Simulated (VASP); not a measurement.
# Ir (P6/mmm) in VASP: notebook

Runs on Ir. Level: PBE. Tasks: single point.

Everything below comes from runs of VASP 6.6.1. Logs are shortened: lines on timing, memory, paths and dates and some standing lists are left out, and cuts for length are marked.

### Step 1. The cell of the first run

The structure is hexagonal, space group P6/mmm (No. 191). The conventional cell has a = 2.440 Å, b = 2.440 Å, c = 2.342 Å, α = 90.00°, β = 90.00°, γ = 120.00°. Within 3.1 Å of Ir (site symmetry 6/mmm) lie 8 Ir at 2.34 to 2.44 Å.

### Step 2. Single point, PBE

INCAR reads:

```
SYSTEM = Ir
PREC = Accurate ; ENCUT = 500
EDIFF = 1E-6 ; ISMEAR = -1
SIGMA = 0.05 ; LREAL = .False.
LASPH = .True. ; NELM = 120
ALGO = Normal ; ISIF = 2
LWAVE = .False. ; LCHARG = .False.
GGA = PE ; NBANDS = 14
GGA_COMPAT = .False.
```

KPOINTS reads:

```
regular mesh
0
Gamma
  16 16 15
  0 0 0
```

POSCAR reads:

```
Ir
1.0
    2.4398706773      0.0000000000      0.0000000000
   -1.2199353387      2.1129899885      0.0000000000
    0.0000000000      0.0000000000      2.3415022030
Ir
1
Direct
    0.0000000000      0.0000000000      0.0000000000
```

Potentials or basis: VASP PAW PBE potentials, release 64 (Ir_sv_GW).

Started as:

```console
> cat potpaw_PBE.64/Ir_sv_GW/POTCAR > POTCAR
> mpirun -np 1 vasp_std > vasp.out
```

OUTCAR:

```text
SYSTEM = Ir
   PREC = Accurate
   ENCUT = 500
   EDIFF = 1E-6
   ISMEAR = -1
   LREAL = .False.
   LASPH = .True.
   NELM = 120
   ISIF = 2
   GGA = PE

 ion  position               nearest neighbor table
   1  0.000  0.000  0.000-

  LATTYP: Found a hexagonal cell.
 ALAT       =     2.4398706773
 C/A-ratio  =     0.9596829147

  Lattice vectors:

 A1 = (   2.4398706773,   0.0000000000,   0.0000000000)
 A2 = (  -1.2199353387,   2.1129899885,   0.0000000000)
 A3 = (   0.0000000000,   0.0000000000,   2.3415022030)

Analysis of symmetry for initial positions (statically):
=====================================================================
 Subroutine PRICEL returns:
 Original cell was already a primitive cell.

 Routine SETGRP: Setting up the symmetry group for a
 hexagonal supercell.

 Subroutine GETGRP returns: Found 24 space group operations
 (whereof 24 operations were pure point group operations)
 out of a pool of 24 trial point group operations.

The static configuration has the point symmetry D_6h.

Analysis of symmetry for dynamics (positions and initial velocities):
=====================================================================
 Subroutine PRICEL returns:
 Original cell was already a primitive cell.

 Routine SETGRP: Setting up the symmetry group for a
 hexagonal supercell.

 Subroutine GETGRP returns: Found 24 space group operations
 (whereof 24 operations were pure point group operations)
 out of a pool of 24 trial point group operations.

The dynamic configuration has the point symmetry D_6h.

 Subroutine INISYM returns: Found 24 space group operations
 (whereof 24 operations are pure point group operations),
 and found     1 'primitive' translations

----------------------------------------------------------------------------------------

                                     Primitive cell

  volume of cell :      12.0714

  direct lattice vectors                    reciprocal lattice vectors
     2.439870677  0.000000000  0.000000000     0.409857788  0.236631505  0.000000000
    -1.219935339  2.112989988  0.000000000     0.000000000  0.473263009  0.000000000
     0.000000000  0.000000000  2.341502203     0.000000000  0.000000000  0.427076258

  length of vectors
     2.439870677  2.439870677  2.341502203     0.473263009  0.473263009  0.427076258

  position of ions in fractional coordinates (direct lattice)
     0.000000000  0.000000000  0.000000000

  ion indices of the primitive-cell ions
   primitive index   ion index
                 1           1

----------------------------------------------------------------------------------------

 KPOINTS: regular mesh

Automatic generation of k-mesh.
 Grid dimensions read from file:
 generate k-points for:   16   16   15

 Generating k-lattice:

  Cartesian coordinates                     Fractional coordinates (reciprocal lattice)
     0.025616112  0.014789469  0.000000000     0.062500000  0.000000000  0.000000000
     0.000000000  0.029578938  0.000000000     0.000000000  0.062500000  0.000000000
     0.000000000  0.000000000  0.028471751     0.000000000  0.000000000  0.066666667

  Length of vectors
     0.029578938  0.029578938  0.028471751

  Shift w.r.t. Gamma in fractional coordinates (k-lattice)
     0.000000000  0.000000000  0.000000000

 Subroutine IBZKPT returns following result:
 ===========================================

 Found    240 irreducible k-points:

 Following reciprocal coordinates:
            Coordinates               Weight
  0.000000  0.000000  0.000000      1.000000
  0.062500  0.000000  0.000000      6.000000
  0.125000  0.000000  0.000000      6.000000
  0.187500  0.000000  0.000000      6.000000
  0.250000  0.000000  0.000000      6.000000
  0.312500  0.000000  0.000000      6.000000
[... 16 lines left out ...]
  0.187500  0.187500  0.000000      6.000000
  0.250000  0.187500  0.000000     12.000000
 [... further k-points ...]
   k-points           NKPTS =    240   k-points in BZ     NKDIM =    240   number of bands    NBANDS=     14
   number of dos      NEDOS =    301   number of ions     NIONS =      1
   total plane-waves  NPLWV =   5832
   dimension x,y,z NGX =    18 NGY =   18 NGZ =   18
   dimension x,y,z NGXF=    36 NGYF=   36 NGZF=   36
   ions per type =               1
   NGX,Y,Z   is equivalent  to a cutoff of  12.26, 12.26, 12.78 a.u.
   NGXF,Y,Z  is equivalent  to a cutoff of  24.53, 24.53, 25.56 a.u.
 SYSTEM =  Ir
   PREC   = accura    normal or accurate (medium, high low for compatibility)
   ISTART =      0    job   : 0-new  1-cont  2-samecut
   ICHARG =      2    charge: 1-file 2-atom 10-const
   ISPIN  =      1    spin polarized calculation?
   LNONCOLLINEAR =      F non collinear calculations
   LSORBIT =      F    spin-orbit coupling
   LASPH  =      T    aspherical Exc in radial PAW
   ENCUT  =  500.0 eV  36.75 Ry    6.06 a.u.   4.45  4.45  4.27*2*pi/ulx,y,z
   NELM   =    120;   NELMIN=  2; NELMDL= -5     # of ELM steps
   EDIFF  = 0.1E-05   stopping-criterion for ELM
   LREAL  =      F    real-space projection
   EDIFFG = 0.1E-04   stopping-criterion for IOM
   NSW    =      0    number of steps for IOM
   IBRION =     -1    ionic relax: 0-MD 1-quasi-New 2-CG
   NFREE  =      0    steps in history (QN), initial steepest desc. (CG)
   ISIF   =      2    stress and relaxation
   ISYM   =      2    0-nonsym 1-usesym 2-fastsym
   POTIM  = 0.5000    time-step for ionic-motion
   TEBEG  =    0.0;   TEEND  =   0.0 temperature during run
   PSTRESS=    0.0 pullay stress
   NELECT =      17.0000    total number of electrons
   NUPDOWN=      -1.0000    fix difference up-down
   EMIN   =  10.00;   EMAX   =-10.00  energy-range for DOS
   EFERMI =   0.00;   METHOD = LEGACY
   ISMEAR =    -1;   SIGMA  =   0.05  broadening in eV -4-tet -1-fermi 0-gaus
   EFERMI_NEDOS =   21; number of points for ismear=-14 and -15
   IALGO  =     38    algorithm
   IMIX   =      4    mixing-type and parameters
     AMIX     =   0.40;   BMIX     =  1.00
     AMIX_MAG =   1.60;   BMIX_MAG =  1.00
  volume/ion in A,a.u.               =      12.07        81.46
  Fermi-wavevector in a.u.,A,eV,Ry     =   1.835009  3.467664 45.814327  3.367258
  Thomas-Fermi vector in A             =   2.888504
   LORBIT       =      0    0 simple, 1 ext, 2 COOP (PROOUT), +10 PAW based schemes
   GGA     = PE    functional components
   LHFCALC =     F    Hartree Fock is set to
   AEXX    =    0.0000 exact exchange contribution
   IVDW    =     0    specifies the selected vdW correction
   LEPSILON=     F    determine dielectric tensor
   LRPA    =     F    only Hartree local field effects (RPA)
 non-spin polarized calculation
  energy-cutoff  :      500.00
  volume of cell :       12.07
 maximum number of plane-waves:       320
 NGX is ok and might be reduce to    18
   NGX =  9   NGY =  9   NGZ =  9

 number of electron      17.0000000 magnetization

 Free energy of the ion-electron system (eV)
  ---------------------------------------------------
  ext. energy  EPLUGINS =         0.00000000
  ---------------------------------------------------
  free energy    TOTEN  =        -7.44746033 eV

  energy without entropy =       -7.44068348  energy(sigma->0) =       -7.44407190

 E-fermi :  15.9008     XC(G=0): -15.4987

 val. band max:       15.8865913266   @ k =   0.4375   0.0625   0.1333
 cond. band min:      15.9234611485   @ k =   0.3750   0.1250   0.4000
 fundamental gap:      0.0368698220
 Fermi energy:        15.9007544230

 k-point     1 :       0.0000    0.0000    0.0000
  band No.  band energies     occupation
      1     -77.2839      2.00000
      2     -33.3844      2.00000
      3     -33.3844      2.00000
      4     -33.3347      2.00000
      5       3.5181      2.00000
      6       6.9058      2.00000
      7      11.2908      2.00000
      8      11.2908      2.00000
      9      18.1540      0.00000
     10      18.1540      0.00000
     11      29.7651      0.00000
     12      32.3298      0.00000
     13      39.6149      0.00000
     14      39.6149      0.00000

 k-point     2 :       0.0625    0.0000    0.0000
  band No.  band energies     occupation
      1     -77.2769      2.00000
      2     -33.4570      2.00000
      3     -33.4008      2.00000
      4     -33.3269      2.00000
      5       3.7361      2.00000
      6       6.9976      2.00000
      7      11.0983      2.00000
      8      11.4881      2.00000
      9      17.8892      0.00000
     10      18.1115      0.00000
     11      30.2491      0.00000
     12      32.7787      0.00000
     13      38.1942      0.00000
     14      39.2269      0.00000

 k-point     3 :       0.1250    0.0000    0.0000
  band No.  band energies     occupation
      1     -77.2568      2.00000
      2     -33.6609      2.00000
      3     -33.4472      2.00000
      4     -33.3036      2.00000
      5       4.3417      2.00000
      6       7.2627      2.00000
      7      10.6369      2.00000
      8      12.0704      2.00000
      9      17.2020      0.00000
     10      17.9921      0.00000
     11      31.5482      0.00000
     12      33.9955      0.00000
     13      35.8957      0.00000
     14      38.2497      0.00000
[... 324 lines left out ...]
 k-point    23 :       0.1875    0.1875    0.0000
  band No.  band energies     occupation
      1     -77.1477      2.00000
      2     -34.5834      2.00000
      3     -33.8361      2.00000
      4     -33.1822      2.00000
      5       7.2916      2.00000
      6       8.9544      2.00000
      7       9.1700      2.00000
      8      14.7367      2.00000
      9      16.9231      0.00000
     10      16.9393      0.00000
     11      29.2076      0.00000
     12      31.1831      0.00000
     13      38.2220      0.00000
     14      40.3616      0.00000

 k-point    24 :       0.2500    0.1875    0.0000
  band No.  band energies     occupation
      1     -77.1194      2.00000
      2     -34.7652      2.00000
      3     -33.9781      2.00000
      4     -33.1503      2.00000
      5       7.8405      2.00000
      6       8.5692      2.00000
      7      10.3025      2.00000
      8      14.3358      2.00000
      9      16.5319      0.00001
     10      18.7137      0.00000
     11      27.3762      0.00000
     12      29.7647      0.00000
     13      36.5782      0.00000
     14      42.0021      0.00000

 [... further k-points ...]
[... 5 lines left out ...]
  --------------------------------------------------------------------------------------
  -------------------------------------------------------------------------------------
  Total       11.1966703     11.1966703     11.1982917     -0.0000000      0.0000000     -0.0000000
  in kB     1486.0747495   1486.0747496   1486.2899523     -0.0000000      0.0000000     -0.0000000
  external PRESSURE =    1486.1464838 kB  Pullay stress =       0.0000000 kB

 VOLUME and BASIS-vectors are now :
 -----------------------------------------------------------------------------
  energy-cutoff  :      500.00
  volume of cell :       12.07
      direct lattice vectors                 reciprocal lattice vectors
     2.439870677  0.000000000  0.000000000     0.409857788  0.236631505  0.000000000
    -1.219935339  2.112989988  0.000000000     0.000000000  0.473263009  0.000000000
     0.000000000  0.000000000  2.341502203     0.000000000  0.000000000  0.427076258

 POSITION                                       TOTAL-FORCE (eV/Angst)
 -----------------------------------------------------------------------------------
      0.00000      0.00000      0.00000         0.000000      0.000000      0.000000
 -----------------------------------------------------------------------------------
    total drift:                               -0.000000      0.000000     -0.000000

  FREE ENERGIE OF THE ION-ELECTRON SYSTEM (eV)
  ---------------------------------------------------
  free  energy   TOTEN  =        -7.4474603251 eV

  energy  without entropy=       -7.4406834823  energy(sigma->0) =       -7.44407190
```

Wall time 18 s (1 thread of AMD EPYC 9R45 (Zen 5), shared host); peak memory 0.12 GiB.

What came out:

| Property | Result |
| --- | --- |
| Free energy | -7.4475 eV |
| Pressure | 148.6 GPa |

Caveat: spin-orbit coupling is left out, which moves the levels of the heavy elements.

### Step 3. Single point, PBE

This run uses another cell than the first one, of 14.61 Å³/atom, 1.211 times its volume.

INCAR reads:

```
SYSTEM = Ir
PREC = Accurate
ENCUT = 500
EDIFF = 1E-6
ISMEAR = -1
SIGMA = 0.05
LREAL = .FALSE.
LASPH = .TRUE.
NELM = 120
ALGO = Normal
ISIF = 2
LWAVE = .FALSE.
LCHARG = .FALSE.
GGA = PE
NBANDS = 14
GGA_COMPAT = .FALSE.
```

KPOINTS reads:

```
Automatic mesh
0
G
  16 16 15
  0 0 0
```

POSCAR reads:

```
Ir
1.0
    2.5911497604      0.0000000000      0.0000000000
   -1.2955748802      2.2440015175      0.0000000000
    0.0000000000      0.0000000000      2.5131441047
Ir
1
Direct
    0.0000000000      0.0000000000      0.0000000000
```

Potentials or basis: VASP PAW PBE potentials, release 64 (Ir_sv_GW).

Started as:

```console
> cat potpaw_PBE.64/Ir_sv_GW/POTCAR > POTCAR
> mpirun -np 1 vasp_std > vasp.out
```

It took 22 s on 1 thread of AMD EPYC 9R45 (Zen 5), shared host; peak memory 0.13 GiB.

Results (log left out):

- Free energy: -8.7307 eV
- Pressure: 25.7 GPa

Levels at points of the mesh, in eV from the Fermi level:
```csv
k point,band 6,band 7,band 8,band 9,band 10,band 11
"(0.00, 0.00, 0.00)",-6.84,-3.44,-3.44,1.61,1.61,14.54
"(0.50, 0.00, 0.00)",-5.69,-1.86,-0.29,0.85,2.22,7.82
```

Caveat: spin-orbit coupling is left out, which moves the levels of the heavy elements.
